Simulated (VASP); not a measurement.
# Al4B3Sb (P1) in VASP: single point with PBE

Aim: the single point of Al4B3Sb with PBE.

Program: VASP 6.6.1. These are calculated values, not measurements. Logs are shortened: lines on timing, memory, paths and dates and some standing lists are left out, and cuts for length are marked.

## 1. The cell of the first run

The typed cell holds 8 atoms: a = 3.553 Å, b = 3.558 Å, c = 10.333 Å, α = 99.72°, β = 80.16°, γ = 120.49°.

## 2. Single point, PBE

File INCAR:

```
  PREC = Accurate
  ENCUT = 520
  EDIFF = 1E-7
  ISMEAR = 0
  SIGMA = 0.2
  LREAL = F
  LASPH = T
  NELM = 60
  ALGO = Normal
  ISIF = 2
  LWAVE = F
  LCHARG = F
  GGA = PE
  NBANDS = 23
```

File KPOINTS:

```
regular mesh
0
Gamma
  6 6 2
```

File POSCAR:

```
Al4B3Sb
1.0
    3.5403140435     -0.0097764393      0.3050850829
   -1.7772908082      3.0668912345     -0.3027352015
    0.8857321095     -0.4958395399     10.2830677185
Al B Sb
4 3 1
Direct
    0.2944931845      0.8261728439      0.7920277467
    0.4316552421      0.6941220401      0.3942507377
    0.8216867480      0.3080527022      0.2079086471
    0.6947460202      0.4272487725      0.6056935129
    0.0783014990      0.0425243301      0.5000481232
    1.1184899571      1.0093825509      0.3209941379
   -0.0013345133      0.1227599839      0.6791536471
   -0.4380381374     -0.4302632235      0.9999234472
```

Potentials or basis: VASP PAW PBE potentials, release 64 (Al, B, Sb).

Launch:

```
cat potpaw_PBE.64/Al/POTCAR potpaw_PBE.64/B/POTCAR potpaw_PBE.64/Sb/POTCAR > POTCAR
mpirun -np 1 vasp_std > vasp.out
```

OUTCAR:

```text
PREC = Accurate
   ENCUT = 520
   EDIFF = 1E-7
   ISMEAR = 0
   LREAL = F
   LASPH = T
   NELM = 60
   ISIF = 2
   GGA = PE

 ion  position               nearest neighbor table
   1  0.294  0.826  0.792-   7 2.34   7 2.34   7 2.35   4 2.77   4 2.77   4 2.82   8 2.93   8 2.93
                             8 2.96
   2  0.432  0.694  0.394-   6 2.16   6 2.16   6 2.22   5 2.23   5 2.35   5 2.36   3 2.76   3 2.79
                             3 2.80   4 2.96   4 2.96   4 2.97
   3  0.822  0.308  0.208-   6 2.34   6 2.34   6 2.36   2 2.76   2 2.79   2 2.80   8 2.93   8 2.94
                             8 2.95
   4  0.695  0.427  0.606-   7 2.16   7 2.19   7 2.19   5 2.26   5 2.27   5 2.41   1 2.77   1 2.77
                             1 2.82   2 2.96   2 2.96   2 2.97
   5  0.078  0.043  0.500-   6 1.82   7 1.82   2 2.23   4 2.26   4 2.27   2 2.35   2 2.36   4 2.41

   6  0.118  0.009  0.321-   5 1.82   2 2.16   2 2.16   2 2.22   3 2.34   3 2.34   3 2.36
   7  0.999  0.123  0.679-   5 1.82   4 2.16   4 2.19   4 2.19   1 2.34   1 2.34   1 2.35
   8  0.562  0.570  1.000-   1 2.93   3 2.93   1 2.93   3 2.94   3 2.95   1 2.96

  LATTYP: Found a triclinic cell.
 ALAT       =     3.5534484678
 B/A-ratio  =     0.9931343970
 C/A-ratio  =     2.9078927344
 COS(alpha) =     0.0019166389
 COS(beta)  =     0.1709743584
 COS(gamma) =     0.4954014751

  Lattice vectors:

 A1 = (   3.5403140435,  -0.0097764393,   0.3050850829)
 A2 = (   1.7630232353,   3.0571147952,   0.0023498814)
 A3 = (   0.8857321095,  -0.4958395399,  10.2830677185)

Analysis of symmetry for initial positions (statically):
=====================================================================
 Subroutine PRICEL returns:
 Original cell was already a primitive cell.

 Routine SETGRP: Setting up the symmetry group for a
 triclinic supercell.

 Subroutine GETGRP returns: Found  1 space group operations
 (whereof  1 operations were pure point group operations)
 out of a pool of  2 trial point group operations.

The static configuration has the point symmetry C_1 .

Analysis of symmetry for dynamics (positions and initial velocities):
=====================================================================
 Subroutine PRICEL returns:
 Original cell was already a primitive cell.

 Routine SETGRP: Setting up the symmetry group for a
 triclinic supercell.

 Subroutine GETGRP returns: Found  1 space group operations
 (whereof  1 operations were pure point group operations)
 out of a pool of  2 trial point group operations.

The dynamic configuration has the point symmetry C_1 .

 Subroutine INISYM returns: Found  1 space group operations
 (whereof  1 operations are pure point group operations),
 and found     1 'primitive' translations

----------------------------------------------------------------------------------------

                                     Primitive cell

  volume of cell :     110.3837

  direct lattice vectors                    reciprocal lattice vectors
     3.540314044 -0.009776439  0.305085083     0.284344022  0.163138771 -0.016625581
    -1.777290808  3.066891234 -0.302735201    -0.000459683  0.327358739  0.015824515
     0.885732110 -0.495839540 10.283067718    -0.008449646  0.004797382  0.098206380

  length of vectors
     3.553448468  3.557559987 10.333046982     0.328241057  0.327741317  0.098685888

  position of ions in fractional coordinates (direct lattice)
     0.294493184  0.826172844  0.792027747
     0.431655242  0.694122040  0.394250738
     0.821686748  0.308052702  0.207908647
     0.694746020  0.427248773  0.605693513
     0.078301499  0.042524330  0.500048123
     0.118489957  0.009382551  0.320994138
     0.998665487  0.122759984  0.679153647
     0.561961863  0.569736777  0.999923447

  ion indices of the primitive-cell ions
   primitive index   ion index
                 1           1
                 2           2
                 3           3
                 4           4
                 5           5
                 6           6
                 7           7
                 8           8

----------------------------------------------------------------------------------------

 KPOINTS: regular mesh

Automatic generation of k-mesh.
 Grid dimensions read from file:
 generate k-points for:    6    6    2

 Generating k-lattice:

  Cartesian coordinates                     Fractional coordinates (reciprocal lattice)
     0.047390670  0.027189795 -0.002770930     0.166666667  0.000000000  0.000000000
    -0.000076614  0.054559790  0.002637419     0.000000000  0.166666667  0.000000000
    -0.004224823  0.002398691  0.049103190     0.000000000  0.000000000  0.500000000

  Length of vectors
     0.054706843  0.054623553  0.049342944

  Shift w.r.t. Gamma in fractional coordinates (k-lattice)
     0.000000000  0.000000000  0.000000000

 Subroutine IBZKPT returns following result:
 ===========================================

 Found     40 irreducible k-points:

 Following reciprocal coordinates:
            Coordinates               Weight
  0.000000  0.000000  0.000000      1.000000
  0.166667  0.000000 -0.000000      2.000000
  0.333333 -0.000000 -0.000000      2.000000
  0.500000  0.000000 -0.000000      1.000000
 -0.000000  0.166667  0.000000      2.000000
  0.166667  0.166667  0.000000      2.000000
[... 16 lines left out ...]
  0.333333 -0.000000  0.500000      2.000000
  0.500000  0.000000  0.500000      1.000000
 [... further k-points ...]
   k-points           NKPTS =     40   k-points in BZ     NKDIM =     40   number of bands    NBANDS=     23
   number of dos      NEDOS =    301   number of ions     NIONS =      8
   total plane-waves  NPLWV =  62720
   dimension x,y,z NGX =    28 NGY =   28 NGZ =   80
   dimension x,y,z NGXF=    56 NGYF=   56 NGZF=  160
   ions per type =               4   3   1
   NGX,Y,Z   is equivalent  to a cutoff of  13.10, 13.08, 12.87 a.u.
   NGXF,Y,Z  is equivalent  to a cutoff of  26.20, 26.17, 25.74 a.u.
 SYSTEM =  unknown system
   PREC   = accura    normal or accurate (medium, high low for compatibility)
   ISTART =      0    job   : 0-new  1-cont  2-samecut
   ICHARG =      2    charge: 1-file 2-atom 10-const
   ISPIN  =      1    spin polarized calculation?
   LNONCOLLINEAR =      F non collinear calculations
   LSORBIT =      F    spin-orbit coupling
   LASPH  =      T    aspherical Exc in radial PAW
   ENCUT  =  520.0 eV  38.22 Ry    6.18 a.u.   6.61  6.61 19.21*2*pi/ulx,y,z
   NELM   =     60;   NELMIN=  2; NELMDL= -5     # of ELM steps
   EDIFF  = 0.1E-06   stopping-criterion for ELM
   LREAL  =      F    real-space projection
   EDIFFG = 0.1E-05   stopping-criterion for IOM
   NSW    =      0    number of steps for IOM
   IBRION =     -1    ionic relax: 0-MD 1-quasi-New 2-CG
   NFREE  =      0    steps in history (QN), initial steepest desc. (CG)
   ISIF   =      2    stress and relaxation
   ISYM   =      2    0-nonsym 1-usesym 2-fastsym
   POTIM  = 0.5000    time-step for ionic-motion
   TEBEG  =    0.0;   TEEND  =   0.0 temperature during run
   PSTRESS=    0.0 pullay stress
   NELECT =      26.0000    total number of electrons
   NUPDOWN=      -1.0000    fix difference up-down
   EMIN   =  10.00;   EMAX   =-10.00  energy-range for DOS
   EFERMI =   0.00;   METHOD = LEGACY
   ISMEAR =     0;   SIGMA  =   0.20  broadening in eV -4-tet -1-fermi 0-gaus
   EFERMI_NEDOS =   21; number of points for ismear=-14 and -15
   IALGO  =     38    algorithm
   IMIX   =      4    mixing-type and parameters
     AMIX     =   0.40;   BMIX     =  1.00
     AMIX_MAG =   1.60;   BMIX_MAG =  1.00
  volume/ion in A,a.u.               =      13.80        93.11
  Fermi-wavevector in a.u.,A,eV,Ry     =   1.011031  1.910571 13.907643  1.022183
  Thomas-Fermi vector in A             =   2.144056
   LORBIT       =      0    0 simple, 1 ext, 2 COOP (PROOUT), +10 PAW based schemes
   GGA     = PE    functional components
   LHFCALC =     F    Hartree Fock is set to
   AEXX    =    0.0000 exact exchange contribution
   IVDW    =     0    specifies the selected vdW correction
   LEPSILON=     F    determine dielectric tensor
   LRPA    =     F    only Hartree local field effects (RPA)
 non-spin polarized calculation
 Gauss-broadening in eV      SIGMA  =   0.20
  energy-cutoff  :      520.00
  volume of cell :      110.38
 maximum number of plane-waves:      3005
 NGX is ok and might be reduce to    28
   NGX = 13   NGY = 13   NGZ = 39

 number of electron      26.0000000 magnetization

 Free energy of the ion-electron system (eV)
  ---------------------------------------------------
  ext. energy  EPLUGINS =         0.00000000
  ---------------------------------------------------
  free energy    TOTEN  =       -38.22801814 eV

  energy without entropy =      -38.19715297  energy(sigma->0) =      -38.21258556

 E-fermi :   8.3358     XC(G=0): -10.6148

 val. band max:        8.2852706059   @ k =   0.1667   0.1667   0.5000
 cond. band min:       8.3416106538   @ k =   0.0000   0.0000   0.0000
 fundamental gap:      0.0563400479
 Fermi energy:         8.3358016016

 k-point     1 :       0.0000    0.0000    0.0000
  band No.  band energies     occupation
      1      -5.1473      2.00000
      2      -3.5393      2.00000
      3      -3.3103      2.00000
      4       0.5570      2.00000
      5       1.2232      2.00000
      6       5.7881      2.00000
[... 15 lines left out ...]
     22      13.5783      0.00000
     23      13.9955      0.00000

 k-point     2 :       0.1667    0.0000   -0.0000
  band No.  band energies     occupation
      1      -4.7689      2.00000
      2      -3.1772      2.00000
      3      -2.8791      2.00000
      4       0.8275      2.00000
      5       1.6587      2.00000
      6       4.0299      2.00000
[... 15 lines left out ...]
     22      13.7088      0.00000
     23      13.7434      0.00000
[... 544 lines left out ...]
     22      14.0044      0.00000
     23      14.4083      0.00000

 k-point    24 :       0.5000    0.0000    0.5000
  band No.  band energies     occupation
      1      -2.5767      2.00000
      2      -0.9393      2.00000
      3      -0.7330      2.00000
      4      -0.5315      2.00000
      5       1.4208      2.00000
      6       2.1806      2.00000
[... 15 lines left out ...]
     22      13.5847      0.00000
     23      15.0833      0.00000

 [... further k-points ...]

------------------------ aborting loop because EDIFF is reached ----------------------------------------

  FORCE on cell =-STRESS in cart. coord.  units (eV):
  Direction    XX          YY          ZZ          XY          YZ          ZX
  --------------------------------------------------------------------------------------
  -------------------------------------------------------------------------------------
  Total        0.0447554     -0.0905786     -0.0329974     -0.0069911     -0.0671496      0.0657009
  in kB        0.6496083     -1.3147146     -0.4789442     -0.1014737     -0.9746504      0.9536233
  external PRESSURE =      -0.3813501 kB  Pullay stress =       0.0000000 kB

 VOLUME and BASIS-vectors are now :
 -----------------------------------------------------------------------------
  energy-cutoff  :      520.00
  volume of cell :      110.38
      direct lattice vectors                 reciprocal lattice vectors
     3.540314044 -0.009776439  0.305085083     0.284344022  0.163138771 -0.016625581
    -1.777290808  3.066891234 -0.302735201    -0.000459683  0.327358739  0.015824515
     0.885732110 -0.495839540 10.283067718    -0.008449646  0.004797382  0.098206380

 POSITION                                       TOTAL-FORCE (eV/Angst)
 -----------------------------------------------------------------------------------
      0.27577      2.13818      7.98421        -0.001692      0.015755     -0.008573
      0.64374      1.92909      3.97566        -0.014023      0.005498      0.001468
      2.54568      0.83364      2.29536        -0.002528     -0.007364      0.011857
      2.23676      1.00321      6.31100         0.015830     -0.004336      0.012516
      0.64454     -0.11829      5.15304         0.015531     -0.006256     -0.002852
      0.68713     -0.13154      3.33411         0.001559      0.000188     -0.009441
      3.91896      0.02998      7.25130        -0.010674      0.010295     -0.013026
      1.86260      1.24603     10.28125        -0.004002     -0.013780      0.008051
 -----------------------------------------------------------------------------------
    total drift:                               -0.000005      0.000017      0.000005

  FREE ENERGIE OF THE ION-ELECTRON SYSTEM (eV)
  ---------------------------------------------------
  free  energy   TOTEN  =       -38.2280181416 eV

  energy  without entropy=      -38.1971529730  energy(sigma->0) =      -38.21258556
```

Run time: 2.8 min. Hardware: 1 thread of Intel Xeon 8259CL, shared host; peak memory 0.3 GiB.

Results:

```yaml
Free_energy: -38.2280 eV
Pressure: 0.0 GPa
Largest_force: 0.021 eV/Å
Band_gap_on_the_k_mesh: zero (bands 13 and 14 overlap by 3.33 eV)
```

Forces on the atoms (eV/Å):
```
Al  -0.002  0.016 -0.009
Al  -0.014  0.005  0.001
Al  -0.003 -0.007  0.012
Al   0.016 -0.004  0.013
B    0.016 -0.006 -0.003
B    0.002  0.000 -0.009
B   -0.011  0.010 -0.013
Sb  -0.004 -0.014  0.008
```

Caveat: spin-orbit coupling is left out, which moves the levels of the heavy elements.
